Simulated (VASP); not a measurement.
A run of VASP 6.6.1 is set up as follows.

Contents of INCAR:

```
  PREC = Accurate
  ENCUT = 520
  EDIFF = 1E-6
  ISMEAR = -1
  SIGMA = 0.1
  LREAL = False
  LASPH = True
  NELM = 60
  ALGO = Normal
  ISIF = 2
  LWAVE = False
  LCHARG = False
  GGA = CA
  NBANDS = 19
```

File KPOINTS:

```
Automatic mesh
0
Gamma
  19 19 10
```

File POSCAR:

```
Zr
1.0
    3.1439658750      0.0000000000      0.0000000000
   -1.5719829375      2.7227543164      0.0000000000
    0.0000000000      0.0000000000      5.0894642161
Zr
2
Direct
    0.3333333333      0.6666666667      0.2500000000
    0.6666666667      0.3333333333      0.7500000000
```

Potentials or basis: VASP PAW LDA potentials, release 64 (Zr_sv).

Command:

```bash
$ cat potpaw_LDA.64/Zr_sv/POTCAR > POTCAR
$ mpirun -np 1 vasp_std > vasp.out
```

Estimate the pressure.

0.1 GPa.

Estimate the band gap on the k mesh.

zero (bands 12 and 13 overlap by 1.21 eV).

Stress tensor (GPa, compression positive):
```
0.10 0.00 0.00
0.00 0.10 0.00
0.00 0.00 0.24
```
